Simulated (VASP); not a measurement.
# Zn2GaO2 (P6/mmm) in VASP: notebook

Zn2GaO2 is run at these levels: PBE; tasks: single point, relaxation of cell and atoms.

All numbers are computed with VASP 6.6.1; they aren't measurements. Logs are shortened: lines on timing, memory, paths and dates and some standing lists are left out, and cuts for length are marked.

### 1 The cell of the first run

The structure is hexagonal, space group P6/mmm (No. 191). Conventional cell: a = 5.956 Å, b = 5.956 Å, c = 3.495 Å, α = 90.00°, β = 90.00°, γ = 120.00°. Within 2.3 Å of Zn (site symmetry -6m2) lie 2 O at 1.75 Å. Within 4.5 Å of Ga (site symmetry 6/mmm) lie 6 Zn at 3.44 Å and 2 Ga at 3.50 Å and 12 O at 3.86 Å. Within 2.3 Å of O (site symmetry -6m2) lie 2 Zn at 1.75 Å.

### 2 Single point, PBE

Input file INCAR:

```
PREC = Accurate ; ENCUT = 520
EDIFF = 1E-6 ; ISMEAR = 0
SIGMA = 0.1 ; LREAL = F
LASPH = T ; NELM = 100
ALGO = Normal ; ISIF = 2
LWAVE = F ; LCHARG = T
GGA = PE ; LELF = T
LVHAR = T ; NBANDS = 32
```

Input file KPOINTS:

```
Automatic mesh
0
Gamma
  6 6 10
```

Input file POSCAR:

```
Zn2GaO2
1.0
    5.9555658020      0.0000000000      0.0000000000
   -2.9777829010      5.1576712784      0.0000000000
    0.0000000000      0.0000000000      3.4951244305
Zn Ga O
2 1 2
Direct
    0.3333333333      0.6666666667      0.5000000000
    0.6666666667      0.3333333333      0.5000000000
    0.0000000000      0.0000000000      0.5000000000
    0.3333333333      0.6666666667      0.0000000000
    0.6666666667      0.3333333333      0.0000000000
```

Potentials or basis: VASP PAW PBE potentials, release 64 (Zn, Ga_d, O).

Launch:

```bash
$ cat potpaw_PBE.64/Zn/POTCAR potpaw_PBE.64/Ga_d/POTCAR potpaw_PBE.64/O/POTCAR > POTCAR
$ mpirun -np 1 vasp_std > vasp.out
```

OUTCAR:

```text
PREC = Accurate
   ENCUT = 520
   EDIFF = 1E-6
   ISMEAR = 0
   LREAL = F
   LASPH = T
   NELM = 100
   ISIF = 2
   GGA = PE

 ion  position               nearest neighbor table
   1  0.333  0.667  0.500-   4 1.75   4 1.75
   2  0.667  0.333  0.500-   5 1.75   5 1.75
   3  0.000  0.000  0.500-
   4  0.333  0.667  0.000-   1 1.75   1 1.75
   5  0.667  0.333  0.000-   2 1.75   2 1.75

  LATTYP: Found a hexagonal cell.
 ALAT       =     5.9555658020
 C/A-ratio  =     0.5868668984

  Lattice vectors:

 A1 = (   5.9555658020,   0.0000000000,   0.0000000000)
 A2 = (  -2.9777829010,   5.1576712784,   0.0000000000)
 A3 = (   0.0000000000,   0.0000000000,   3.4951244305)

Analysis of symmetry for initial positions (statically):
=====================================================================
 Subroutine PRICEL returns:
 Original cell was already a primitive cell.

 Routine SETGRP: Setting up the symmetry group for a
 hexagonal supercell.

 Subroutine GETGRP returns: Found 24 space group operations
 (whereof 24 operations were pure point group operations)
 out of a pool of 24 trial point group operations.

The static configuration has the point symmetry D_6h.

Analysis of symmetry for dynamics (positions and initial velocities):
=====================================================================
 Subroutine PRICEL returns:
 Original cell was already a primitive cell.

 Routine SETGRP: Setting up the symmetry group for a
 hexagonal supercell.

 Subroutine GETGRP returns: Found 24 space group operations
 (whereof 24 operations were pure point group operations)
 out of a pool of 24 trial point group operations.

The dynamic configuration has the point symmetry D_6h.

 Subroutine INISYM returns: Found 24 space group operations
 (whereof 24 operations are pure point group operations),
 and found     1 'primitive' translations

----------------------------------------------------------------------------------------

                                     Primitive cell

  volume of cell :     107.3592

[... 84 lines left out ...]
 SYSTEM =  unknown system
   PREC   = accura    normal or accurate (medium, high low for compatibility)
   ISTART =      0    job   : 0-new  1-cont  2-samecut
   ICHARG =      2    charge: 1-file 2-atom 10-const
   ISPIN  =      1    spin polarized calculation?
   LNONCOLLINEAR =      F non collinear calculations
   LSORBIT =      F    spin-orbit coupling
   LASPH  =      T    aspherical Exc in radial PAW
   ENCUT  =  520.0 eV  38.22 Ry    6.18 a.u.  11.07 11.07  6.50*2*pi/ulx,y,z
   NELM   =    100;   NELMIN=  2; NELMDL= -5     # of ELM steps
   EDIFF  = 0.1E-05   stopping-criterion for ELM
   LREAL  =      F    real-space projection
   EDIFFG = 0.1E-04   stopping-criterion for IOM
   NSW    =      0    number of steps for IOM
   IBRION =     -1    ionic relax: 0-MD 1-quasi-New 2-CG
   NFREE  =      0    steps in history (QN), initial steepest desc. (CG)
   ISIF   =      2    stress and relaxation
   ISYM   =      2    0-nonsym 1-usesym 2-fastsym
   POTIM  = 0.5000    time-step for ionic-motion
   TEBEG  =    0.0;   TEEND  =   0.0 temperature during run
   PSTRESS=    0.0 pullay stress
   NELECT =      49.0000    total number of electrons
   NUPDOWN=      -1.0000    fix difference up-down
   EMIN   =  10.00;   EMAX   =-10.00  energy-range for DOS
   EFERMI =   0.00;   METHOD = LEGACY
   ISMEAR =     0;   SIGMA  =   0.10  broadening in eV -4-tet -1-fermi 0-gaus
   EFERMI_NEDOS =   21; number of points for ismear=-14 and -15
   IALGO  =     38    algorithm
   IMIX   =      4    mixing-type and parameters
     AMIX     =   0.40;   BMIX     =  1.00
     AMIX_MAG =   1.60;   BMIX_MAG =  1.00
  volume/ion in A,a.u.               =      21.47       144.90
  Fermi-wavevector in a.u.,A,eV,Ry     =   1.260454  2.381913 21.616186  1.588745
  Thomas-Fermi vector in A             =   2.393963
   LORBIT       =      0    0 simple, 1 ext, 2 COOP (PROOUT), +10 PAW based schemes
   GGA     = PE    functional components
   LHFCALC =     F    Hartree Fock is set to
   AEXX    =    0.0000 exact exchange contribution
   IVDW    =     0    specifies the selected vdW correction
   LEPSILON=     F    determine dielectric tensor
   LRPA    =     F    only Hartree local field effects (RPA)
 non-spin polarized calculation
 Gauss-broadening in eV      SIGMA  =   0.10
  energy-cutoff  :      520.00
  volume of cell :      107.36
 maximum number of plane-waves:      2931
 NGX is ok and might be reduce to    48
   NGX = 23   NGY = 23   NGZ = 13

 number of electron      49.0000012 magnetization

 Free energy of the ion-electron system (eV)
  ---------------------------------------------------
  ext. energy  EPLUGINS =         0.00000000
  ---------------------------------------------------
  free energy    TOTEN  =       -16.67819780 eV

  energy without entropy =      -16.66745873  energy(sigma->0) =      -16.67282827

 E-fermi :   0.9231     XC(G=0):  -8.5723

 val. band max:        0.9185139139   @ k =   0.1667   0.1667   0.4000
 cond. band min:       0.9680751247   @ k =   0.3333   0.0000   0.4000
 fundamental gap:      0.0495612108
 Fermi energy:         0.9230627694

 k-point     1 :       0.0000    0.0000    0.0000
  band No.  band energies     occupation
      1     -18.0249      2.00000
      2     -17.8781      2.00000
      3     -14.8405      2.00000
      4     -14.8405      2.00000
      5     -14.7993      2.00000
      6     -14.7709      2.00000
[... 829 lines left out ...]
     31       7.4263      0.00000
     32       8.1114      0.00000

 [... further k-points ...]
[... 5 lines left out ...]
  --------------------------------------------------------------------------------------
  -------------------------------------------------------------------------------------
  Total       -0.0341856     -0.0341856      1.3101853      0.0000000      0.0000000      0.0000000
  in kB       -0.5101695     -0.5101695     19.5525759      0.0000000      0.0000000      0.0000000
  external PRESSURE =       6.1774123 kB  Pullay stress =       0.0000000 kB

 VOLUME and BASIS-vectors are now :
 -----------------------------------------------------------------------------
  energy-cutoff  :      520.00
  volume of cell :      107.36
      direct lattice vectors                 reciprocal lattice vectors
     5.955565802  0.000000000  0.000000000     0.167910159  0.096942975  0.000000000
    -2.977782901  5.157671278  0.000000000     0.000000000  0.193885951  0.000000000
     0.000000000  0.000000000  3.495124431     0.000000000  0.000000000  0.286112847

 POSITION                                       TOTAL-FORCE (eV/Angst)
 -----------------------------------------------------------------------------------
     -0.00000      3.43845      1.74756        -0.000000      0.000000      0.000000
      2.97778      1.71922      1.74756         0.000000     -0.000000      0.000000
      0.00000      0.00000      1.74756        -0.000000      0.000000      0.000000
     -0.00000      3.43845      0.00000         0.000000     -0.000000      0.000000
      2.97778      1.71922      0.00000        -0.000000      0.000000      0.000000
 -----------------------------------------------------------------------------------
    total drift:                               -0.000000      0.000000      0.000000

  FREE ENERGIE OF THE ION-ELECTRON SYSTEM (eV)
  ---------------------------------------------------
  free  energy   TOTEN  =       -16.6781978006 eV

  energy  without entropy=      -16.6674587350  energy(sigma->0) =      -16.67282827
```

OSZICAR:

```text
N       E                     dE             d eps       ncg     rms          rms(c)
DAV:   1     0.430225512277E+03    0.43023E+03   -0.23332E+04  2720   0.206E+03
DAV:   2     0.467003296210E+02   -0.38353E+03   -0.35897E+03  2936   0.493E+02
DAV:   3    -0.196753983698E+02   -0.66376E+02   -0.64756E+02  3152   0.172E+02
DAV:   4    -0.224109816177E+02   -0.27356E+01   -0.27311E+01  3224   0.389E+01
DAV:   5    -0.224540937567E+02   -0.43112E-01   -0.43093E-01  3208   0.426E+00    0.197E+01
DAV:   6    -0.166176392335E+02    0.58365E+01   -0.18866E+01  4456   0.740E+01    0.957E+00
DAV:   7    -0.168150451510E+02   -0.19741E+00   -0.46476E+00  2728   0.136E+01    0.658E+00
DAV:   8    -0.168086512778E+02    0.63939E-02   -0.16699E+00  3256   0.691E+00    0.276E+00
DAV:   9    -0.166749028210E+02    0.13375E+00   -0.54879E-01  4048   0.682E+00    0.449E-01
DAV:  10    -0.166775226924E+02   -0.26199E-02   -0.57976E-02  2800   0.156E+00    0.142E-01
DAV:  11    -0.166781681474E+02   -0.64546E-03   -0.31073E-03  3504   0.403E-01    0.652E-02
DAV:  12    -0.166782303845E+02   -0.62237E-04   -0.27483E-04  2936   0.240E-01    0.428E-02
DAV:  13    -0.166782090195E+02    0.21365E-04   -0.26969E-04  4168   0.161E-01    0.289E-02
DAV:  14    -0.166781974098E+02    0.11610E-04   -0.68056E-05  3536   0.591E-02    0.364E-03
DAV:  15    -0.166781991921E+02   -0.17822E-05   -0.96105E-06  3192   0.200E-02    0.865E-03
DAV:  16    -0.166781977394E+02    0.14527E-05   -0.39892E-06  2784   0.159E-02    0.817E-04
DAV:  17    -0.166781978006E+02   -0.61208E-07   -0.64954E-07  1672   0.455E-03
   1 F= -.16678198E+02 E0= -.16672828E+02  d E =-.107391E-01
```

It took 3.1 min on 1 thread of Intel Xeon 6975P-C, shared host; peak memory 0.33 GiB.

Results:

```
Free energy : -16.6782 eV
Pressure    : 0.6 GPa
```

Caveat: an odd number of electrons without spin polarisation forces a metal; a magnetic or distorted state may lie lower.

### 3 Relaxation of cell and atoms, PBE

This run uses another cell than the first one, of 21.41 Å³/atom, 0.997 times its volume.

Input file INCAR:

```
PREC = Accurate ; ENCUT = 600
EDIFF = 1E-6 ; ISMEAR = 0
SIGMA = 0.1 ; LREAL = False
LASPH = True ; NELM = 100
ALGO = Normal ; ISIF = 3
LWAVE = False ; LCHARG = False
GGA = PE ; IBRION = 2
NSW = 100 ; EDIFFG = -0.01
```

KPOINTS is that of step 2.

Edit POSCAR of step 2 so:

```diff
@@ -2,5 +2,5 @@
 1.0
-    5.9555658020      0.0000000000      0.0000000000
-   -2.9777829010      5.1576712784      0.0000000000
-    0.0000000000      0.0000000000      3.4951244305
+    5.9483093134      0.0000000000      0.0000000000
+   -2.9741546567      5.1513869750      0.0000000000
+    0.0000000000      0.0000000000      3.4940353433
 Zn Ga O
```

Potentials or basis: VASP PAW PBE potentials, release 64 (Zn, Ga_d, O).

Launch:

```bash
$ cat potpaw_PBE.64/Zn/POTCAR potpaw_PBE.64/Ga_d/POTCAR potpaw_PBE.64/O/POTCAR > POTCAR
$ mpirun -np 1 vasp_std > vasp.out
```

Run time: 12 min. Hardware: 1 thread of Intel Xeon 6975P-C, shared host; peak memory 0.36 GiB.

It converged, with:

- Free energy: -16.6871 eV
- Relaxed volume: 21.05 Å³/atom
- Relaxed cell: a = 5.878 Å, b = 5.878 Å, c = 3.517 Å, α = 90.00°, β = 90.00°, γ = 120.00°
- Space group after relaxing (to 0.05 Å): P6/mmm (No. 191)
- Energy gained by relaxing: 1.0 meV/atom
- Ionic steps: 7
- Pressure after relaxing: 0.0 GPa

Step by step:
```tsv
step	energy change (eV)	largest force (eV/Å)	pressure (GPa)	volume (Å³)
1	0.0000	0.0000	0.60	107.06
2	0.0035	0.0000	-1.09	108.30
3	-0.0035	0.0000	-0.10	107.57
4	-0.0035	0.0000	-0.15	107.58
5	-0.0037	0.0000	-0.14	107.35
6	-0.0044	0.0000	-0.15	106.64
7	-0.0051	0.0000	-0.02	105.24
```

Final structure:
```
Zn Ga O
1.0
     5.87825    0.00000    0.00000
    -2.93912    5.09071    0.00000
     0.00000    0.00000    3.51694
Zn Ga O
2 1 2
Direct
  0.33333 0.66667 0.50000
  0.66667 0.33333 0.50000
  0.00000 0.00000 0.50000
  0.33333 0.66667 0.00000
  0.66667 0.33333 0.00000
```

Levels at points of the mesh, in eV from the Fermi level:
```
           k point  band 22  band 23  band 24  band 25  band 26  band 27  band 28  band 29
(0.00, 0.00, 0.00)    -3.83    -3.10    -3.10     0.26     0.75     0.75     3.33     3.87
(0.50, 0.00, 0.00)    -3.28    -3.17    -2.75    -1.06     0.69     1.23     4.18     5.15
(0.00, 0.00, 0.50)    -2.15    -1.70    -1.70    -0.64     1.17     1.17     2.37     2.37
(0.50, 0.00, 0.50)    -2.25    -1.79    -1.60    -0.13     0.13     1.45     3.56     5.45
```

Caveat: an odd number of electrons without spin polarisation forces a metal; a magnetic or distorted state may lie lower.
